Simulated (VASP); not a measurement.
# CrRu (P-6m2) in VASP: further runs

CrRu is run at these levels: LDA; tasks: single point.

Everything below comes from runs of VASP 6.6.1. Logs are shortened: lines on timing, memory, paths and dates and some standing lists are left out, and cuts for length are marked.

## (1) The cell of the first run

The structure is hexagonal, space group P-6m2 (No. 187). The conventional cell has a = 2.664 Å, b = 2.664 Å, c = 4.218 Å, α = 90.00°, β = 90.00°, γ = 120.00°. Within 3.4 Å of Cr (site symmetry -6m2) lie 6 Ru at 2.61 Å and 6 Cr at 2.66 Å. Within 3.4 Å of Ru (site symmetry -6m2) lie 6 Cr at 2.61 Å and 6 Ru at 2.66 Å.

## (2) Single point, LDA, collinear spin, ferromagnetic start

The input, INCAR:

```
SYSTEM = CrRu
PREC = Accurate
ENCUT = 520
EDIFF = 1E-7
ISMEAR = -1
SIGMA = 0.15
LREAL = .False.
LASPH = .True.
NELM = 150
ALGO = Normal
ISIF = 2
LWAVE = .False.
LCHARG = .False.
ISPIN = 2
MAGMOM = 3.9 0
LORBIT = 11
LMAXMIX = 4
NBANDS = 24
```

The input, KPOINTS:

```
regular mesh
0
Gamma
  14 14 8
  0 0 0
```

The input, POSCAR:

```
CrRu
1.0
    2.6637480000      0.0000000000      0.0000000000
   -1.3318740000      2.3068730000      0.0000000000
    0.0000000000      0.0000000000      4.2180140000
Cr Ru
1 1
Direct
    0.6666666667      0.3333333333      0.0000000000
    0.3333333333      0.6666666667      0.5000000000
```

Potentials or basis: VASP PAW LDA potentials, release 64 (Cr_pv, Ru_pv).

The run is started by

```sh
$ cat potpaw_LDA.64/Cr_pv/POTCAR potpaw_LDA.64/Ru_pv/POTCAR > POTCAR
$ mpirun -np 1 vasp_std > vasp.out
```

OUTCAR:

```text
SYSTEM = CrRu
   PREC = Accurate
   ENCUT = 520
   EDIFF = 1E-7
   ISMEAR = -1
   LREAL = .False.
   LASPH = .True.
   NELM = 150
   ISIF = 2
   ISPIN = 2
   LORBIT = 11

 ion  position               nearest neighbor table
   1  0.667  0.333  0.000-   2 2.61   2 2.61   2 2.61   2 2.61   2 2.61   2 2.61
   2  0.333  0.667  0.500-   1 2.61   1 2.61   1 2.61   1 2.61   1 2.61   1 2.61

  LATTYP: Found a hexagonal cell.
 ALAT       =     2.6637480000
 C/A-ratio  =     1.5834883780

  Lattice vectors:

 A1 = (   2.6637480000,   0.0000000000,   0.0000000000)
 A2 = (  -1.3318740000,   2.3068730000,   0.0000000000)
 A3 = (   0.0000000000,   0.0000000000,   4.2180140000)

Analysis of symmetry for initial positions (statically):
=====================================================================
 Subroutine PRICEL returns:
 Original cell was already a primitive cell.

 Routine SETGRP: Setting up the symmetry group for a
 hexagonal supercell.

 Subroutine GETGRP returns: Found 12 space group operations
 (whereof 12 operations were pure point group operations)
 out of a pool of 24 trial point group operations.

The static configuration has the point symmetry D_3h.

Analysis of symmetry for dynamics (positions and initial velocities):
=====================================================================
 Subroutine PRICEL returns:
 Original cell was already a primitive cell.

 Routine SETGRP: Setting up the symmetry group for a
 hexagonal supercell.

 Subroutine GETGRP returns: Found 12 space group operations
 (whereof 12 operations were pure point group operations)
 out of a pool of 24 trial point group operations.

The dynamic configuration has the point symmetry D_3h.

Analysis of structural, dynamic, and magnetic symmetry:
=====================================================================
 Subroutine PRICEL returns:
 Original cell was already a primitive cell.

 Routine SETGRP: Setting up the symmetry group for a
 hexagonal supercell.

 Subroutine GETGRP returns: Found 12 space group operations
 (whereof 12 operations were pure point group operations)
 out of a pool of 24 trial point group operations.

The overall configuration has the point symmetry D_3h.

 Subroutine INISYM returns: Found 12 space group operations
 (whereof 12 operations are pure point group operations),
 and found     1 'primitive' translations

----------------------------------------------------------------------------------------

                                     Primitive cell

  volume of cell :      25.9194

  direct lattice vectors                    reciprocal lattice vectors
     2.663748000  0.000000000  0.000000000     0.375410887  0.216743618  0.000000000
    -1.331874000  2.306873000  0.000000000     0.000000000  0.433487236  0.000000000
     0.000000000  0.000000000  4.218014000     0.000000000  0.000000000  0.237078398

  length of vectors
     2.663748000  2.663747621  4.218014000     0.433487174  0.433487236  0.237078398

  position of ions in fractional coordinates (direct lattice)
     0.666666667  0.333333333  0.000000000
     0.333333333  0.666666667  0.500000000

  ion indices of the primitive-cell ions
   primitive index   ion index
                 1           1
                 2           2

----------------------------------------------------------------------------------------

 KPOINTS: regular mesh

Automatic generation of k-mesh.
 Grid dimensions read from file:
 generate k-points for:   14   14    8

 Generating k-lattice:

  Cartesian coordinates                     Fractional coordinates (reciprocal lattice)
     0.026815063  0.015481687  0.000000000     0.071428571 -0.000000000  0.000000000
     0.000000000  0.030963374  0.000000000     0.000000000  0.071428571  0.000000000
     0.000000000  0.000000000  0.029634800     0.000000000  0.000000000  0.125000000

  Length of vectors
     0.030963370  0.030963374  0.029634800

  Shift w.r.t. Gamma in fractional coordinates (k-lattice)
     0.000000000  0.000000000  0.000000000

 Subroutine IBZKPT returns following result:
 ===========================================

 Found    120 irreducible k-points:

 Following reciprocal coordinates:
            Coordinates               Weight
  0.000000  0.000000  0.000000      1.000000
  0.071429 -0.000000  0.000000      6.000000
  0.142857  0.000000  0.000000      6.000000
  0.214286 -0.000000  0.000000      6.000000
  0.285714 -0.000000  0.000000      6.000000
  0.357143  0.000000  0.000000      6.000000
[... 16 lines left out ...]
  0.285714  0.285714  0.000000      6.000000
  0.357143  0.285714  0.000000      6.000000
 [... further k-points ...]
   k-points           NKPTS =    120   k-points in BZ     NKDIM =    120   number of bands    NBANDS=     24
   number of dos      NEDOS =    301   number of ions     NIONS =      2
   total plane-waves  NPLWV =  12800
   dimension x,y,z NGX =    20 NGY =   20 NGZ =   32
   dimension x,y,z NGXF=    40 NGYF=   40 NGZF=   64
   ions per type =               1   1
   NGX,Y,Z   is equivalent  to a cutoff of  12.48, 12.48, 12.61 a.u.
   NGXF,Y,Z  is equivalent  to a cutoff of  24.96, 24.96, 25.22 a.u.
 SYSTEM =  CrRu
   PREC   = accura    normal or accurate (medium, high low for compatibility)
   ISTART =      0    job   : 0-new  1-cont  2-samecut
   ICHARG =      2    charge: 1-file 2-atom 10-const
   ISPIN  =      2    spin polarized calculation?
   LNONCOLLINEAR =      F non collinear calculations
   LSORBIT =      F    spin-orbit coupling
   LASPH  =      T    aspherical Exc in radial PAW
   ENCUT  =  520.0 eV  38.22 Ry    6.18 a.u.   4.95  4.95  7.84*2*pi/ulx,y,z
   NELM   =    150;   NELMIN=  2; NELMDL= -5     # of ELM steps
   EDIFF  = 0.1E-06   stopping-criterion for ELM
   LREAL  =      F    real-space projection
   EDIFFG = 0.1E-05   stopping-criterion for IOM
   NSW    =      0    number of steps for IOM
   IBRION =     -1    ionic relax: 0-MD 1-quasi-New 2-CG
   NFREE  =      0    steps in history (QN), initial steepest desc. (CG)
   ISIF   =      2    stress and relaxation
   ISYM   =      2    0-nonsym 1-usesym 2-fastsym
   POTIM  = 0.5000    time-step for ionic-motion
   TEBEG  =    0.0;   TEEND  =   0.0 temperature during run
   PSTRESS=    0.0 pullay stress
   NELECT =      26.0000    total number of electrons
   NUPDOWN=      -1.0000    fix difference up-down
   EMIN   =  10.00;   EMAX   =-10.00  energy-range for DOS
   EFERMI =   0.00;   METHOD = LEGACY
   ISMEAR =    -1;   SIGMA  =   0.15  broadening in eV -4-tet -1-fermi 0-gaus
   EFERMI_NEDOS =   21; number of points for ismear=-14 and -15
   IALGO  =     38    algorithm
   IMIX   =      4    mixing-type and parameters
     AMIX     =   0.40;   BMIX     =  1.00
     AMIX_MAG =   1.60;   BMIX_MAG =  1.00
  volume/ion in A,a.u.               =      12.96        87.46
  Fermi-wavevector in a.u.,A,eV,Ry     =   1.638794  3.096871 36.540424  2.685645
  Thomas-Fermi vector in A             =   2.729707
   LORBIT       =     11    0 simple, 1 ext, 2 COOP (PROOUT), +10 PAW based schemes
   GGA     = CA    functional components
   LHFCALC =     F    Hartree Fock is set to
   AEXX    =    0.0000 exact exchange contribution
   IVDW    =     0    specifies the selected vdW correction
   LEPSILON=     F    determine dielectric tensor
   LRPA    =     F    only Hartree local field effects (RPA)
 spin polarized calculation
  energy-cutoff  :      520.00
  volume of cell :       25.92
 maximum number of plane-waves:       715
 NGX is ok and might be reduce to    20
   NGX =  9   NGY =  9   NGZ = 15

 number of electron      25.9999997 magnetization       0.0001433

 Free energy of the ion-electron system (eV)
  ---------------------------------------------------
  ext. energy  EPLUGINS =         0.00000000
  ---------------------------------------------------
  free energy    TOTEN  =       -21.05967480 eV

  energy without entropy =      -20.86130705  energy(sigma->0) =      -20.96049092

 E-fermi :  11.1306     XC(G=0): -14.0015

 val. band max:       11.1297474381   @ k =   0.2143   0.2143   0.5000
 cond. band min:      11.1361380752   @ k =   0.2857   0.2143   0.5000
 fundamental gap:      0.0063906371
 Fermi energy:        11.1305918071

 spin component 1

 k-point     1 :       0.0000    0.0000    0.0000
  band No.  band energies     occupation
      1     -31.8570      1.00000
      2     -31.0985      1.00000
      3     -31.0985      1.00000
      4     -30.8932      1.00000
      5     -30.8932      1.00000
      6     -30.8769      1.00000
[... 16 lines left out ...]
     23      30.8212      0.00000
     24      31.7818      0.00000
[... 598 lines left out ...]
      2     -31.5162      1.00000
      3     -31.3958      1.00000
      4     -31.3584      1.00000
      5     -31.2690      1.00000
      6     -31.1720      1.00000
[... 16 lines left out ...]
     23      25.2627      0.00000
     24      26.8721      0.00000

 [... further k-points ...]

 spin component 2

 k-point     1 :       0.0000    0.0000    0.0000
  band No.  band energies     occupation
      1     -31.8569      1.00000
      2     -31.0983      1.00000
      3     -31.0983      1.00000
      4     -30.8932      1.00000
      5     -30.8932      1.00000
      6     -30.8768      1.00000
[... 16 lines left out ...]
     23      30.8212      0.00000
     24      31.7818      0.00000
[... 598 lines left out ...]
      2     -31.5162      1.00000
      3     -31.3956      1.00000
      4     -31.3583      1.00000
      5     -31.2689      1.00000
      6     -31.1720      1.00000
[... 16 lines left out ...]
     23      25.2627      0.00000
     24      26.8721      0.00000

 [... further k-points ...]

------------------------ aborting loop because EDIFF is reached ----------------------------------------

  FORCE on cell =-STRESS in cart. coord.  units (eV):
  Direction    XX          YY          ZZ          XY          YZ          ZX
  --------------------------------------------------------------------------------------
  -------------------------------------------------------------------------------------
  Total       -2.3929160     -2.3929151     -3.1063931     -0.0000000      0.0000000      0.0000000
  in kB     -147.9153354   -147.9152794   -192.0180940     -0.0000000      0.0000000      0.0000000
  external PRESSURE =    -162.6162363 kB  Pullay stress =       0.0000000 kB

 VOLUME and BASIS-vectors are now :
 -----------------------------------------------------------------------------
  energy-cutoff  :      520.00
  volume of cell :       25.92
      direct lattice vectors                 reciprocal lattice vectors
     2.663748000  0.000000000  0.000000000     0.375410887  0.216743618  0.000000000
    -1.331874000  2.306873000  0.000000000     0.000000000  0.433487236  0.000000000
     0.000000000  0.000000000  4.218014000     0.000000000  0.000000000  0.237078398

 POSITION                                       TOTAL-FORCE (eV/Angst)
 -----------------------------------------------------------------------------------
      1.33187      0.76896      0.00000         0.000000     -0.000000      0.000000
     -0.00000      1.53792      2.10901        -0.000000      0.000000      0.000000
 -----------------------------------------------------------------------------------
    total drift:                                0.000000      0.000001     -0.000000

  FREE ENERGIE OF THE ION-ELECTRON SYSTEM (eV)
  ---------------------------------------------------
  free  energy   TOTEN  =       -21.0596748001 eV

  energy  without entropy=      -20.8613070466  energy(sigma->0) =      -20.96049092

 total charge

# of ion       s       p       d       tot
------------------------------------------
    1        0.394   6.331   4.175  10.901
    2        0.430   6.311   6.001  12.742
--------------------------------------------------
tot          0.824  12.642  10.176  23.642

 magnetization (x)

# of ion       s       p       d       tot
------------------------------------------
    1        0.000   0.000   0.000   0.000
    2       -0.000   0.000  -0.000  -0.000
--------------------------------------------------
tot          0.000   0.000   0.000   0.000
```

Run time: 96 s. Hardware: 1 thread of AMD EPYC 7R13 (Zen 3), shared host; peak memory 0.18 GiB.

What came out:

```yaml
Free_energy: -21.0597 eV
Pressure: -16.3 GPa
Band_gap_on_the_k_mesh: zero (filled and empty bands overlap)
Net_moment: 0.00 μB per cell
Valence_electrons_inside_the_program's_atomic_spheres: Cr 10.90; Ru 12.74
```

Stress tensor (GPa, compression positive):
```
-14.79   0.00   0.00
  0.00 -14.79   0.00
  0.00   0.00 -19.20
```

Caveat: the cell stands under tension; an empty level that is flat over the whole mesh can mark a ghost state of the potentials, or a narrow d or f band.

## (3) Single point, LDA, collinear spin, ferromagnetic start

The input, INCAR:

```
  PREC = Accurate
  ENCUT = 520
  EDIFF = 1E-7
  ISMEAR = -1
  SIGMA = 0.15
  LREAL = False
  LASPH = True
  NELM = 150
  ALGO = Normal
  ISIF = 2
  LWAVE = False
  LCHARG = False
  ISPIN = 2
  MAGMOM = 3.9 0
  LORBIT = 11
  LMAXMIX = 4
  GGA = CA
  NBANDS = 24
```

The input, KPOINTS:

```
Automatic mesh
0
Gamma
  14 14 8
```

POSCAR is that of step 2.

Potentials or basis: VASP PAW LDA potentials, release 64 (Cr_pv, Ru_pv).

The run is started by

```sh
$ cat potpaw_LDA.64/Cr_pv/POTCAR potpaw_LDA.64/Ru_pv/POTCAR > POTCAR
$ mpirun -np 1 vasp_std > vasp.out
```

Wall time 94 s (1 thread of AMD EPYC 7R13 (Zen 3), shared host); peak memory 0.18 GiB.

Results (log left out):

```
Free energy                                           : -21.0597 eV
Pressure                                              : -16.3 GPa
Band gap on the k mesh                                : zero (filled and empty bands overlap)
Net moment                                            : 0.00 μB per cell
Valence electrons inside the program's atomic spheres : Cr 10.90; Ru 12.74
```

Stress tensor (GPa, compression positive):
```
-14.79   0.00   0.00
  0.00 -14.79   0.00
  0.00   0.00 -19.20
```

Levels at points of the mesh, in eV from the Fermi level:
Spin up:
| k point | band 9 | band 10 | band 11 | band 12 | band 13 | band 14 | band 15 | band 16 | band 17 | band 18 |
| --- | --- | --- | --- | --- | --- | --- | --- | --- | --- | --- |
| (0.00, 0.00, 0.00) | -2.06 | -2.06 | -0.92 | -0.31 | -0.31 | -0.15 | -0.15 | 1.35 | 1.86 | 1.86 |
| (0.50, 0.00, 0.00) | -3.73 | -1.75 | -1.32 | -0.77 | -0.22 | 2.03 | 2.35 | 2.39 | 4.03 | 5.65 |
| (0.00, 0.00, 0.50) | -2.47 | -2.26 | -2.26 | -0.96 | -0.96 | -0.93 | 1.29 | 1.29 | 1.44 | 1.44 |
| (0.50, 0.00, 0.50) | -3.28 | -2.22 | -0.56 | 0.47 | 1.01 | 1.02 | 2.21 | 2.23 | 3.28 | 3.71 |
Spin down:
| k point | band 10 | band 11 | band 12 | band 13 | band 14 | band 15 | band 16 | band 17 |
| --- | --- | --- | --- | --- | --- | --- | --- | --- |
| (0.00, 0.00, 0.00) | -2.06 | -0.92 | -0.31 | -0.31 | -0.15 | -0.15 | 1.35 | 1.86 |
| (0.50, 0.00, 0.00) | -1.75 | -1.32 | -0.77 | -0.22 | 2.03 | 2.35 | 2.39 | 4.03 |
| (0.00, 0.00, 0.50) | -2.26 | -2.26 | -0.96 | -0.96 | -0.93 | 1.29 | 1.29 | 1.44 |
| (0.50, 0.00, 0.50) | -2.22 | -0.56 | 0.47 | 1.01 | 1.02 | 2.21 | 2.23 | 3.28 |

Caveat: the cell stands under tension; an empty level that is flat over the whole mesh can mark a ghost state of the potentials, or a narrow d or f band.
